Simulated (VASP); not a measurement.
# NiO2 in VASP: single point with r2SCAN

Aim: the single point of NiO2 with r2SCAN.

All numbers are computed with VASP 6.6.1; they aren't measurements. Logs are shortened: lines on timing, memory, paths and dates and some standing lists are left out, and cuts for length are marked.

**1. The cell of the first run**

The cell holds a slab with vacuum, 3 atoms: a = 2.811 Å, b = 2.811 Å, c = 29.766 Å, α = 90.00°, β = 90.00°, γ = 120.00°.

**2. Single point, r2SCAN**

Input file POSCAR:

```
NiO2
1.0
    2.8111734168      0.0000000000      0.0000000000
   -1.4055867084      2.4345350124      0.0000000000
    0.0000000000      0.0000000000     29.7663340235
O Ni
2 1
Direct
    0.9966341258      0.9932682517      0.4682328553
    0.6632971855      0.3265943710      0.5317671447
    0.3299656557      0.6599313113      0.5000000000
```

Input file INCAR.step1:

```
PREC = Accurate ; ENCUT = 580
ISMEAR = 0 ; SIGMA = 0.02
LREAL = False ; LASPH = True
NELM = 120 ; LDIPOL = True
IDIPOL = 3 ; DIPOL = 0.5 0.5 0.500
NBANDS = 22 ; GGA = PE
ALGO = Normal ; EDIFF = 1E-5
LWAVE = True ; LCHARG = False
GGA_COMPAT = False ; NELMDL = -8
```

Input file INCAR.step2:

```
PREC = Accurate ; ENCUT = 580
EDIFF = 1E-6 ; ISMEAR = 0
SIGMA = 0.02 ; LREAL = False
LASPH = True ; NELM = 120
ALGO = Normal ; ISIF = 2
LWAVE = False ; LCHARG = False
LDIPOL = True ; IDIPOL = 3
DIPOL = 0.5 0.5 0.500 ; METAGGA = R2SCAN
LMIXTAU = True ; NBANDS = 22
ISTART = 1 ; GGA_COMPAT = False
```

Input file KPOINTS:

```
Automatic mesh
0
Gamma
  12 12 1
```

Potentials or basis: VASP PAW PBE potentials, release 64 (O, Ni_sv_GW).

Started as:

```bash
$ cat potpaw_PBE.64/O/POTCAR potpaw_PBE.64/Ni_sv_GW/POTCAR > POTCAR
$ cp INCAR.step1 INCAR
$ mpirun -np 1 vasp_std > vasp.out
$ cp INCAR.step2 INCAR
$ mpirun -np 1 vasp_std > vasp.out
```

OUTCAR:

```text
PREC = Accurate
   ENCUT = 580
   EDIFF = 1E-6
   ISMEAR = 0
   LREAL = False
   LASPH = True
   NELM = 120
   ISIF = 2
   METAGGA = R2SCAN
   ISTART = 1

 ion  position               nearest neighbor table
   1  0.997  0.993  0.468-   3 1.88   3 1.88   3 1.88
   2  0.663  0.327  0.532-   3 1.88   3 1.88   3 1.88
   3  0.330  0.660  0.500-   1 1.88   2 1.88   2 1.88   1 1.88   2 1.88   1 1.88

  LATTYP: Found a hexagonal cell.
 ALAT       =     2.8111734168
 C/A-ratio  =    10.5885797886

  Lattice vectors:

 A1 = (   2.8111734168,   0.0000000000,   0.0000000000)
 A2 = (  -1.4055867084,   2.4345350124,   0.0000000000)
 A3 = (   0.0000000000,   0.0000000000,  29.7663340235)

Analysis of symmetry for initial positions (statically):
=====================================================================
 Subroutine PRICEL returns:
 Original cell was already a primitive cell.

 Routine SETGRP: Setting up the symmetry group for a
 hexagonal supercell.

 Subroutine GETGRP returns: Found 12 space group operations
 (whereof  2 operations were pure point group operations)
 out of a pool of 24 trial point group operations.

The static configuration has the point symmetry C_1h.
 The point group associated with its full space group is D_3d.

Analysis of symmetry for dynamics (positions and initial velocities):
=====================================================================
 Subroutine PRICEL returns:
 Original cell was already a primitive cell.

 Routine SETGRP: Setting up the symmetry group for a
 hexagonal supercell.

 Subroutine GETGRP returns: Found 12 space group operations
 (whereof  2 operations were pure point group operations)
 out of a pool of 24 trial point group operations.

The dynamic configuration has the point symmetry C_1h.
 The point group associated with its full space group is D_3d.

 Subroutine INISYM returns: Found 12 space group operations
 (whereof  2 operations are pure point group operations),
 and found     1 'primitive' translations

----------------------------------------------------------------------------------------

                                     Primitive cell

  volume of cell :     203.7178

  direct lattice vectors                    reciprocal lattice vectors
     2.811173417  0.000000000  0.000000000     0.355723341  0.205378028  0.000000000
    -1.405586708  2.434535012  0.000000000     0.000000000  0.410756056  0.000000000
     0.000000000  0.000000000 29.766334024     0.000000000  0.000000000  0.033595000

  length of vectors
     2.811173417  2.811162521 29.766334024     0.410754464  0.410756056  0.033595000

  position of ions in fractional coordinates (direct lattice)
     0.996634126  0.993268252  0.468232855
     0.663297185  0.326594371  0.531767145
     0.329965656  0.659931311  0.500000000

  ion indices of the primitive-cell ions
   primitive index   ion index
                 1           1
                 2           2
                 3           3

----------------------------------------------------------------------------------------

 KPOINTS: Automatic mesh

Automatic generation of k-mesh.
 Grid dimensions read from file:
 generate k-points for:   12   12    1

 Generating k-lattice:

  Cartesian coordinates                     Fractional coordinates (reciprocal lattice)
     0.029643612  0.017114836  0.000000000     0.083333333 -0.000000000  0.000000000
     0.000000000  0.034229671  0.000000000     0.000000000  0.083333333  0.000000000
     0.000000000  0.000000000  0.033595000     0.000000000  0.000000000  1.000000000

  Length of vectors
     0.034229539  0.034229671  0.033595000

  Shift w.r.t. Gamma in fractional coordinates (k-lattice)
     0.000000000  0.000000000  0.000000000

 Subroutine IBZKPT returns following result:
 ===========================================

 Found     19 irreducible k-points:

 Following reciprocal coordinates:
            Coordinates               Weight
  0.000000  0.000000  0.000000      1.000000
  0.083333  0.000000  0.000000      6.000000
  0.166667  0.000000  0.000000      6.000000
  0.250000  0.000000  0.000000      6.000000
  0.333333  0.000000  0.000000      6.000000
  0.416667  0.000000  0.000000      6.000000
[... 11 lines left out ...]
  0.333333  0.250000  0.000000     12.000000
  0.333333  0.333333  0.000000      2.000000
   k-points           NKPTS =     19   k-points in BZ     NKDIM =     19   number of bands    NBANDS=     22
   number of dos      NEDOS =    301   number of ions     NIONS =      3
   total plane-waves  NPLWV = 138240
   dimension x,y,z NGX =    24 NGY =   24 NGZ =  240
   dimension x,y,z NGXF=    48 NGYF=   48 NGZF=  480
   ions per type =               2   1
   NGX,Y,Z   is equivalent  to a cutoff of  14.19, 14.19, 13.40 a.u.
   NGXF,Y,Z  is equivalent  to a cutoff of  28.39, 28.39, 26.81 a.u.
 SYSTEM =  unknown system
   PREC   = accura    normal or accurate (medium, high low for compatibility)
   ISTART =      1    job   : 0-new  1-cont  2-samecut
   ICHARG =      0    charge: 1-file 2-atom 10-const
   ISPIN  =      1    spin polarized calculation?
   LNONCOLLINEAR =      F non collinear calculations
   LSORBIT =      F    spin-orbit coupling
   LASPH  =      T    aspherical Exc in radial PAW
   ENCUT  =  580.0 eV  42.63 Ry    6.53 a.u.   5.52  5.52 58.45*2*pi/ulx,y,z
   NELM   =    120;   NELMIN=  2; NELMDL=  0     # of ELM steps
   EDIFF  = 0.1E-05   stopping-criterion for ELM
   LREAL  =      F    real-space projection
   EDIFFG = 0.1E-04   stopping-criterion for IOM
   NSW    =      0    number of steps for IOM
   IBRION =     -1    ionic relax: 0-MD 1-quasi-New 2-CG
   NFREE  =      0    steps in history (QN), initial steepest desc. (CG)
   ISIF   =      2    stress and relaxation
   ISYM   =      2    0-nonsym 1-usesym 2-fastsym
   POTIM  = 0.5000    time-step for ionic-motion
   TEBEG  =    0.0;   TEEND  =   0.0 temperature during run
   PSTRESS=    0.0 pullay stress
   NELECT =      30.0000    total number of electrons
   NUPDOWN=      -1.0000    fix difference up-down
   EMIN   =  10.00;   EMAX   =-10.00  energy-range for DOS
   EFERMI =   0.00;   METHOD = LEGACY
   ISMEAR =     0;   SIGMA  =   0.02  broadening in eV -4-tet -1-fermi 0-gaus
   EFERMI_NEDOS =   21; number of points for ismear=-14 and -15
   IALGO  =     38    algorithm
   IMIX   =      4    mixing-type and parameters
     AMIX     =   0.40;   BMIX     =  1.00
     AMIX_MAG =   1.60;   BMIX_MAG =  1.00
  volume/ion in A,a.u.               =      67.91       458.25
  Fermi-wavevector in a.u.,A,eV,Ry     =   0.864514  1.633695 10.168793  0.747385
  Thomas-Fermi vector in A             =   1.982622
   LORBIT       =      0    0 simple, 1 ext, 2 COOP (PROOUT), +10 PAW based schemes
   METAGGA = R2SCAN    functional components
   LHFCALC =     F    Hartree Fock is set to
   AEXX    =    0.0000 exact exchange contribution
   IVDW    =     0    specifies the selected vdW correction
   LEPSILON=     F    determine dielectric tensor
   LRPA    =     F    only Hartree local field effects (RPA)
 non-spin polarized calculation
 Gauss-broadening in eV      SIGMA  =   0.02
  energy-cutoff  :      580.00
  volume of cell :      203.72
 maximum number of plane-waves:      6597
 NGX is ok and might be reduce to    24
   NGX = 11   NGY = 11   NGZ =117

 number of electron      29.9999983 magnetization

 dipolmoment           0.000000      0.000000     -0.000000 electrons x Angstroem

 Free energy of the ion-electron system (eV)
  ---------------------------------------------------
  ext. energy  EPLUGINS =         0.00000000
  ---------------------------------------------------
  free energy    TOTEN  =       -27.49090781 eV

  energy without entropy =      -27.49090781  energy(sigma->0) =      -27.49090781

 E-fermi :  -7.0463     XC(G=0):  -1.9617

 val. band max:       -7.2456726768   @ k =   0.0833   0.0833   0.0000
 cond. band min:      -5.4892743052   @ k =   0.2500   0.0000   0.0000
 fundamental gap:      1.7563983716
 Fermi energy:        -7.0462642426

 k-point     1 :       0.0000    0.0000    0.0000
  band No.  band energies     occupation
      1    -114.8179      2.00000
      2     -73.7832      2.00000
      3     -73.7832      2.00000
      4     -73.5308      2.00000
      5     -27.3079      2.00000
      6     -25.0657      2.00000
[... 14 lines left out ...]
     21       2.0759      0.00000
     22       2.2284      0.00000

 k-point     2 :       0.0833    0.0000    0.0000
  band No.  band energies     occupation
      1    -114.8175      2.00000
      2     -73.7861      2.00000
      3     -73.7838      2.00000
      4     -73.5303      2.00000
      5     -27.2200      2.00000
      6     -25.0686      2.00000
[... 14 lines left out ...]
     21       2.2493      0.00000
     22       2.4257      0.00000

 k-point     3 :       0.1667    0.0000    0.0000
  band No.  band energies     occupation
      1    -114.8165      2.00000
      2     -73.7943      2.00000
      3     -73.7858      2.00000
      4     -73.5288      2.00000
      5     -26.9698      2.00000
      6     -25.0802      2.00000
[... 14 lines left out ...]
     21       2.7642      0.00000
     22       3.0005      0.00000
[... 351 lines left out ...]
 k-point    18 :       0.3333    0.2500    0.0000
  band No.  band energies     occupation
      1    -114.8125      2.00000
      2     -73.8202      2.00000
      3     -73.8074      2.00000
      4     -73.5231      2.00000
      5     -25.4791      2.00000
      6     -25.3044      2.00000
[... 14 lines left out ...]
     21       8.3789      0.00000
     22       8.4516      0.00000

 k-point    19 :       0.3333    0.3333    0.0000
  band No.  band energies     occupation
      1    -114.8125      2.00000
      2     -73.8149      2.00000
      3     -73.8149      2.00000
      4     -73.5228      2.00000
      5     -25.3625      2.00000
      6     -25.3625      2.00000
[... 14 lines left out ...]
     21       8.9587      0.00000
     22       9.4026      0.00000

------------------------ aborting loop because EDIFF is reached ----------------------------------------

 vacuum level on the upper side and lower side of the slab       (xc-potential included)         0.003         0.003

  FORCE on cell =-STRESS in cart. coord.  units (eV):
  Direction    XX          YY          ZZ          XY          YZ          ZX
  --------------------------------------------------------------------------------------
  -------------------------------------------------------------------------------------
  Total       -1.8156541     -1.8156354     -1.1096270      0.0000000      0.0000000      0.0000000
  in kB      -14.2795557    -14.2794081     -8.7268714      0.0000000      0.0000000      0.0000000
  external PRESSURE =     -12.4286117 kB  Pullay stress =       0.0000000 kB

 VOLUME and BASIS-vectors are now :
 -----------------------------------------------------------------------------
  energy-cutoff  :      580.00
  volume of cell :      203.72
      direct lattice vectors                 reciprocal lattice vectors
     2.811173417  0.000000000  0.000000000     0.355723341  0.205378028  0.000000000
    -1.405586708  2.434535012  0.000000000     0.000000000  0.410756056  0.000000000
     0.000000000  0.000000000 29.766334024     0.000000000  0.000000000  0.033595000

 POSITION                                       TOTAL-FORCE (eV/Angst)
 -----------------------------------------------------------------------------------
      1.40559      2.41815     13.93758        -0.000000     -0.000000      0.362580
      1.40559      0.79511     15.82876         0.000000      0.000000     -0.362580
      0.00000      1.60663     14.88317        -0.000000     -0.000000      0.000000
 -----------------------------------------------------------------------------------
    total drift:                               -0.000003     -0.000381     -0.000031

  FREE ENERGIE OF THE ION-ELECTRON SYSTEM (eV)
  ---------------------------------------------------
  free  energy   TOTEN  =       -27.4909078117 eV

  energy  without entropy=      -27.4909078117  energy(sigma->0) =      -27.49090781

 vacuum level on the upper side and lower side of the slab         1.568         1.568
```

Wall time 11 min (1 thread of Intel Xeon Platinum 8259CL at 2.50GHz (Skylake/Cascade Lake), shared host); peak memory 0.47 GiB.

Results:

```
Free energy            : -27.4909 eV
Largest force          : 0.363 eV/Å
Band gap on the k mesh : 1.76 eV (least direct gap 1.97 eV)
```

Forces in eV/Å, atoms in the order of the input:
```
O    0.000  0.000  0.363
O    0.000  0.000 -0.363
Ni   0.000  0.000  0.000
```

Caveat: the PAW data sets were made with another functional, which shifts forces and pressure a little; the run has no spin polarisation, though such a crystal can be magnetic. Spin polarisation is off, so any magnetic state and its effect on volume and gap are missing.
